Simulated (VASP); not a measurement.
# TiO2 (Pbcn) in VASP: relaxation of cell and atoms with PBEsol

Aim: the relaxation of cell and atoms of TiO2 with PBEsol.

Program: VASP 6.6.1. These are calculated values, not measurements. Logs are shortened: lines on timing, memory, paths and dates and some standing lists are left out, and cuts for length are marked.

## 1. The cell of the first run

The structure is orthorhombic, space group Pbcn (No. 60). The conventional cell has a = 4.579 Å, b = 5.573 Å, c = 4.924 Å, α = 90.00°, β = 90.00°, γ = 90.00°. Ti (site symmetry 2) has 6 O at 1.88 to 2.13 Å within 2.5 Å. Within 2.5 Å of O (site symmetry 1) lie 3 Ti at 1.88 to 2.13 Å.

## 2. Relaxation of cell and atoms, PBEsol

INCAR

```
SYSTEM = TiO2
ALGO     = Normal         ! electronic algorithm
EDIFF    = 1E-6           ! SCF threshold, eV
EDIFFG   = -0.005         ! ionic threshold
ENCUT    = 600            ! plane-wave cutoff, eV
GGA      = PS             ! functional
IBRION   = 2              ! ionic algorithm
ISIF     = 3              ! what is computed and relaxed
ISMEAR   = 0              ! smearing method
LASPH    = .True.         ! aspherical terms in the spheres
LCHARG   = .False.        ! write CHGCAR
LREAL    = .False.        ! projectors in reciprocal space
LWAVE    = .False.        ! write WAVECAR
NELM     = 100            ! most SCF steps
NSW      = 70             ! ionic steps
PREC     = Accurate       ! precision mode
SIGMA    = 0.02           ! smearing width, eV
```

KPOINTS

```
k-points
0
Gamma
  6 4 6
  0 0 0
```

POSCAR

```
TiO2
1.0
    4.5785777549      0.0000000000      0.0000000000
    0.0000000000      5.5732490131      0.0000000000
    0.0000000000      0.0000000000      4.9240090749
Ti O
4 8
Direct
    0.0000000000      0.1772768973      0.2500000000
    0.5000000000      0.3227231027      0.7500000000
    0.0000000000      0.8227231027      0.7500000000
    0.5000000000      0.6772768973      0.2500000000
    0.2711338476      0.3805140688      0.4190141064
    0.2288661524      0.1194859312      0.9190141064
    0.7711338476      0.1194859312      0.5809858936
    0.7288661524      0.3805140688      0.0809858936
    0.7288661524      0.6194859312      0.5809858936
    0.7711338476      0.8805140688      0.0809858936
    0.2288661524      0.8805140688      0.4190141064
    0.2711338476      0.6194859312      0.9190141064
```

Potentials or basis: VASP PAW PBE potentials, release 64 (Ti_sv, O).

The run is started by

```bash
cat potpaw_PBE.64/Ti_sv/POTCAR potpaw_PBE.64/O/POTCAR > POTCAR
mpirun -np 1 vasp_std > vasp.out
```

OUTCAR:

```text
SYSTEM = TiO2
   EDIFF = 1E-6
   EDIFFG = -0.005
   ENCUT = 600
   GGA = PS
   IBRION = 2
   ISIF = 3
   ISMEAR = 0
   LASPH = .True.
   LREAL = .False.
   NELM = 100
   NSW = 70
   PREC = Accurate

 ion  position               nearest neighbor table
   1  0.000  0.177  0.250-   5 1.88   8 1.88   7 1.96   6 1.96  10 2.13  11 2.13
   2  0.500  0.323  0.750-   6 1.88   7 1.88   5 1.96   8 1.96   9 2.13  12 2.13
   3  0.000  0.823  0.750-   9 1.88  12 1.88  11 1.96  10 1.96   6 2.13   7 2.13
   4  0.500  0.677  0.250-  10 1.88  11 1.88   9 1.96  12 1.96   5 2.13   8 2.13
   5  0.271  0.381  0.419-   1 1.88   2 1.96   4 2.13
   6  0.229  0.119  0.919-   2 1.88   1 1.96   3 2.13
   7  0.771  0.119  0.581-   2 1.88   1 1.96   3 2.13
   8  0.729  0.381  0.081-   1 1.88   2 1.96   4 2.13
   9  0.729  0.619  0.581-   3 1.88   4 1.96   2 2.13
  10  0.771  0.881  0.081-   4 1.88   3 1.96   1 2.13
  11  0.229  0.881  0.419-   4 1.88   3 1.96   1 2.13
  12  0.271  0.619  0.919-   3 1.88   4 1.96   2 2.13

  LATTYP: Found a simple orthorhombic cell.
 ALAT       =     4.5785777549
 B/A-ratio  =     1.0754451139
 C/A-ratio  =     1.2172445924

  Lattice vectors:

 A1 = (  -4.5785777549,   0.0000000000,   0.0000000000)
 A2 = (   0.0000000000,   0.0000000000,   4.9240090749)
 A3 = (   0.0000000000,   5.5732490131,   0.0000000000)

Analysis of symmetry for initial positions (statically):
=====================================================================
 Subroutine PRICEL returns:
 Original cell was already a primitive cell.

 Routine SETGRP: Setting up the symmetry group for a
 simple orthorhombic supercell.

 Subroutine GETGRP returns: Found  8 space group operations
 (whereof  2 operations were pure point group operations)
 out of a pool of  8 trial point group operations.

The static configuration has the point symmetry S_2 .
 The point group associated with its full space group is D_2h.

Analysis of symmetry for dynamics (positions and initial velocities):
=====================================================================
 Subroutine PRICEL returns:
 Original cell was already a primitive cell.

 Routine SETGRP: Setting up the symmetry group for a
 simple orthorhombic supercell.

 Subroutine GETGRP returns: Found  8 space group operations
 (whereof  2 operations were pure point group operations)
 out of a pool of  8 trial point group operations.

The dynamic configuration has the point symmetry S_2 .
 The point group associated with its full space group is D_2h.

 Subroutine INISYM returns: Found  8 space group operations
 (whereof  2 operations are pure point group operations),
 and found     1 'primitive' translations

----------------------------------------------------------------------------------------

                                     Primitive cell

  volume of cell :     125.6487

  direct lattice vectors                    reciprocal lattice vectors
     4.578577755  0.000000000  0.000000000     0.218408435  0.000000000  0.000000000
     0.000000000  5.573249013  0.000000000     0.000000000  0.179428552  0.000000000
     0.000000000  0.000000000  4.924009075     0.000000000  0.000000000  0.203086547

  length of vectors
     4.578577755  5.573249013  4.924009075     0.218408435  0.179428552  0.203086547

  position of ions in fractional coordinates (direct lattice)
     0.000000000  0.177276897  0.250000000
     0.500000000  0.322723103  0.750000000
     0.000000000  0.822723103  0.750000000
     0.500000000  0.677276897  0.250000000
     0.271133848  0.380514069  0.419014106
     0.228866152  0.119485931  0.919014106
     0.771133848  0.119485931  0.580985894
     0.728866152  0.380514069  0.080985894
     0.728866152  0.619485931  0.580985894
     0.771133848  0.880514069  0.080985894
     0.228866152  0.880514069  0.419014106
     0.271133848  0.619485931  0.919014106

  ion indices of the primitive-cell ions
   primitive index   ion index
                 1           1
                 2           2
                 3           3
                 4           4
                 5           5
                 6           6
                 7           7
                 8           8
                 9           9
                10          10
                11          11
                12          12

----------------------------------------------------------------------------------------

 KPOINTS: k-points

Automatic generation of k-mesh.
 Grid dimensions read from file:
 generate k-points for:    6    4    6

 Generating k-lattice:

  Cartesian coordinates                     Fractional coordinates (reciprocal lattice)
     0.036401406  0.000000000  0.000000000     0.166666667  0.000000000  0.000000000
     0.000000000  0.044857138  0.000000000     0.000000000  0.250000000  0.000000000
     0.000000000  0.000000000  0.033847758     0.000000000  0.000000000  0.166666667

  Length of vectors
     0.036401406  0.044857138  0.033847758

  Shift w.r.t. Gamma in fractional coordinates (k-lattice)
     0.000000000  0.000000000  0.000000000

 Subroutine IBZKPT returns following result:
 ===========================================

 Found     48 irreducible k-points:

 Following reciprocal coordinates:
            Coordinates               Weight
  0.000000  0.000000  0.000000      1.000000
  0.166667  0.000000  0.000000      2.000000
  0.333333  0.000000  0.000000      2.000000
  0.500000  0.000000  0.000000      1.000000
  0.000000  0.250000  0.000000      2.000000
  0.166667  0.250000  0.000000      4.000000
[... 16 lines left out ...]
  0.333333  0.500000  0.166667      4.000000
  0.500000  0.500000  0.166667      2.000000
 [... further k-points ...]
   k-points           NKPTS =     48   k-points in BZ     NKDIM =     48   number of bands    NBANDS=     57
   number of dos      NEDOS =    301   number of ions     NIONS =     12
   total plane-waves  NPLWV =  76800
   dimension x,y,z NGX =    40 NGY =   48 NGZ =   40
   dimension x,y,z NGXF=    80 NGYF=   96 NGZF=   80
   ions per type =               4   8
   NGX,Y,Z   is equivalent  to a cutoff of  14.52, 14.32, 13.50 a.u.
   NGXF,Y,Z  is equivalent  to a cutoff of  29.05, 28.64, 27.01 a.u.
 SYSTEM =  TiO2
   PREC   = accura    normal or accurate (medium, high low for compatibility)
   ISTART =      0    job   : 0-new  1-cont  2-samecut
   ICHARG =      2    charge: 1-file 2-atom 10-const
   ISPIN  =      1    spin polarized calculation?
   LNONCOLLINEAR =      F non collinear calculations
   LSORBIT =      F    spin-orbit coupling
   LASPH  =      T    aspherical Exc in radial PAW
   ENCUT  =  600.0 eV  44.10 Ry    6.64 a.u.   9.14 11.13  9.83*2*pi/ulx,y,z
   NELM   =    100;   NELMIN=  2; NELMDL= -5     # of ELM steps
   EDIFF  = 0.1E-05   stopping-criterion for ELM
   LREAL  =      F    real-space projection
   EDIFFG = -.5E-02   stopping-criterion for IOM
   NSW    =     70    number of steps for IOM
   IBRION =      2    ionic relax: 0-MD 1-quasi-New 2-CG
   NFREE  =      1    steps in history (QN), initial steepest desc. (CG)
   ISIF   =      3    stress and relaxation
   ISYM   =      2    0-nonsym 1-usesym 2-fastsym
   POTIM  = 0.5000    time-step for ionic-motion
   TEBEG  =    0.0;   TEEND  =   0.0 temperature during run
   PSTRESS=    0.0 pullay stress
   NELECT =      96.0000    total number of electrons
   NUPDOWN=      -1.0000    fix difference up-down
   EMIN   =  10.00;   EMAX   =-10.00  energy-range for DOS
   EFERMI =   0.00;   METHOD = LEGACY
   ISMEAR =     0;   SIGMA  =   0.02  broadening in eV -4-tet -1-fermi 0-gaus
   EFERMI_NEDOS =   21; number of points for ismear=-14 and -15
   IALGO  =     38    algorithm
   IMIX   =      4    mixing-type and parameters
     AMIX     =   0.40;   BMIX     =  1.00
     AMIX_MAG =   1.60;   BMIX_MAG =  1.00
  volume/ion in A,a.u.               =      10.47        70.66
  Fermi-wavevector in a.u.,A,eV,Ry     =   1.496624  2.828209 30.475451  2.239882
  Thomas-Fermi vector in A             =   2.608616
   LORBIT       =      0    0 simple, 1 ext, 2 COOP (PROOUT), +10 PAW based schemes
   GGA     = PS    functional components
   LHFCALC =     F    Hartree Fock is set to
   AEXX    =    0.0000 exact exchange contribution
   IVDW    =     0    specifies the selected vdW correction
   LEPSILON=     F    determine dielectric tensor
   LRPA    =     F    only Hartree local field effects (RPA)
 conjugate gradient relaxation of ions
 non-spin polarized calculation
 Gauss-broadening in eV      SIGMA  =   0.02
  energy-cutoff  :      600.00
  volume of cell :      125.65
 maximum number of plane-waves:      4220
 NGX is ok and might be reduce to    40
   NGX = 19   NGY = 23   NGZ = 19

--------------------------------------- Ionic step        1  -------------------------------------------

 number of electron      96.0000009 magnetization

 Free energy of the ion-electron system (eV)
  ---------------------------------------------------
  ext. energy  EPLUGINS =         0.00000000
  ---------------------------------------------------
  free energy    TOTEN  =      -112.22841618 eV

  energy without entropy =     -112.22841618  energy(sigma->0) =     -112.22841618

------------------------ aborting loop because EDIFF is reached ----------------------------------------

  FORCE on cell =-STRESS in cart. coord.  units (eV):
  Direction    XX          YY          ZZ          XY          YZ          ZX
  --------------------------------------------------------------------------------------
  -------------------------------------------------------------------------------------
  Total       -4.9454931     -5.0110821     -5.2588221      0.0000000      0.0000000      0.0000000
  in kB      -63.0612101    -63.8975510    -67.0565452      0.0000000      0.0000000      0.0000000
  external PRESSURE =     -64.6717688 kB  Pullay stress =       0.0000000 kB
[... 119 lines left out ...]
  FREE ENERGIE OF THE ION-ELECTRON SYSTEM (eV)
  ---------------------------------------------------
  free  energy   TOTEN  =      -112.3008122838 eV

  energy  without entropy=     -112.3008122838  energy(sigma->0) =     -112.30081228

[... ionic steps 4 to 9 ...]

--------------------------------------- Ionic step       10  -------------------------------------------

 number of electron      96.0000030 magnetization

------------------------ aborting loop because EDIFF is reached ----------------------------------------

  FORCE on cell =-STRESS in cart. coord.  units (eV):
  Direction    XX          YY          ZZ          XY          YZ          ZX
  --------------------------------------------------------------------------------------
  -------------------------------------------------------------------------------------
  Total        0.0125760      0.0671171      0.0389897      0.0000000      0.0000000      0.0000000
  in kB        0.1654163      0.8828163      0.5128455      0.0000000      0.0000000      0.0000000
  external PRESSURE =       0.5203594 kB  Pullay stress =       0.0000000 kB
[... 77 lines left out ...]
  energy  without entropy=     -112.3094290551  energy(sigma->0) =     -112.30942906

--------------------------------------- Ionic step       12  -------------------------------------------

 number of electron      96.0000030 magnetization

 Free energy of the ion-electron system (eV)
  ---------------------------------------------------
  ext. energy  EPLUGINS =         0.00000000
  ---------------------------------------------------
  free energy    TOTEN  =      -112.30945496 eV

  energy without entropy =     -112.30945496  energy(sigma->0) =     -112.30945496

 E-fermi :   4.8110     XC(G=0): -11.8736

 val. band max:        4.6120427054   @ k =   0.0000   0.0000   0.0000
 cond. band min:       7.2412395602   @ k =   0.0000   0.0000   0.5000
 fundamental gap:      2.6291968548
 Fermi energy:         4.8110449488

 k-point     1 :       0.0000    0.0000    0.0000
  band No.  band energies     occupation
      1     -51.5032      2.00000
      2     -51.4789      2.00000
      3     -51.4712      2.00000
      4     -51.4648      2.00000
      5     -28.0772      2.00000
      6     -27.9911      2.00000
[... 1429 lines left out ...]
     56       8.4293      0.00000
     57       8.6394      0.00000

 [... further k-points ...]

------------------------ aborting loop because EDIFF is reached ----------------------------------------

  FORCE on cell =-STRESS in cart. coord.  units (eV):
  Direction    XX          YY          ZZ          XY          YZ          ZX
  --------------------------------------------------------------------------------------
  -------------------------------------------------------------------------------------
  Total       -0.0037522      0.0568210      0.0434522      0.0000000      0.0000000      0.0000000
  in kB       -0.0493509      0.7473467      0.5715113      0.0000000      0.0000000      0.0000000
  external PRESSURE =       0.4231691 kB  Pullay stress =       0.0000000 kB
[... 27 lines left out ...]
  FREE ENERGIE OF THE ION-ELECTRON SYSTEM (eV)
  ---------------------------------------------------
  free  energy   TOTEN  =      -112.3094549592 eV

  energy  without entropy=     -112.3094549592  energy(sigma->0) =     -112.30945496

 reached required accuracy - stopping structural energy minimisation
```

Run time: 35 min. Hardware: 1 thread of Oxide Virtual Turin-like, shared host; peak memory 0.45 GiB.

What came out:

```
Free energy                           : -112.3095 eV
Relaxed volume                        : 10.15 Å³/atom
Relaxed cell                          : a = 4.541 Å, b = 5.494 Å, c = 4.883 Å, α = 90.00°, β = 90.00°, γ = 90.00°
Space group after relaxing (to 0.1 Å) : Pbcn (No. 60)
Energy gained by relaxing             : 6.8 meV/atom
Ionic steps                           : 12
Pressure after relaxing               : 0.0 GPa
Largest force after relaxing          : 0.004 eV/Å
Band gap on the k mesh                : 2.63 eV (least direct gap 2.69 eV)
```

Forces on the atoms (eV/Å):
```
Ti   0.000 -0.004  0.000
Ti   0.000  0.004  0.000
Ti   0.000  0.004  0.000
Ti   0.000 -0.004  0.000
O    0.000  0.000  0.001
O    0.000  0.000  0.001
O    0.000  0.000 -0.001
O    0.000  0.000 -0.001
O    0.000  0.000 -0.001
O    0.000  0.000 -0.001
O    0.000  0.000  0.001
O    0.000  0.000  0.001
```

The path:
```csv
step,energy change (eV),largest force (eV/Å),pressure (GPa),volume (Å³)
1,0.0000,0.0579,-6.47,125.65
2,0.0373,0.2701,8.94,118.12
3,-0.0724,0.1283,-0.01,122.20
4,-0.0787,0.0618,-0.03,122.02
5,-0.0806,0.0344,0.02,121.85
6,-0.0810,0.0089,-0.03,121.86
7,-0.0810,0.0097,-0.04,121.86
8,-0.0810,0.0099,-0.05,121.86
9,-0.0810,0.0093,-0.05,121.86
10,-0.0810,0.0076,0.05,121.81
11,-0.0810,0.0071,0.07,121.80
12,-0.0810,0.0042,0.04,121.81
```

Final structure:
```xyz
12
Lattice="4.5408 0.0000 0.0000 0.0000 5.4944 0.0000 0.0000 0.0000 4.8825" Properties=species:S:1:pos:R:3 pbc="T T T"
Ti    0.0000    0.9605    1.2206
Ti    2.2704    1.7867    3.6619
Ti    0.0000    4.5339    3.6619
Ti    2.2704    3.7077    1.2206
O     1.2336    2.0991    2.0447
O     1.0369    0.6481    4.4859
O     3.5040    0.6481    2.8378
O     3.3073    2.0991    0.3966
O     3.3073    3.3953    2.8378
O     3.5040    4.8463    0.3966
O     1.0369    4.8463    2.0447
O     1.2336    3.3953    4.4859
```

Caveat: the PAW data sets were made with another functional, which shifts forces and pressure a little. A k mesh can miss the band edges.
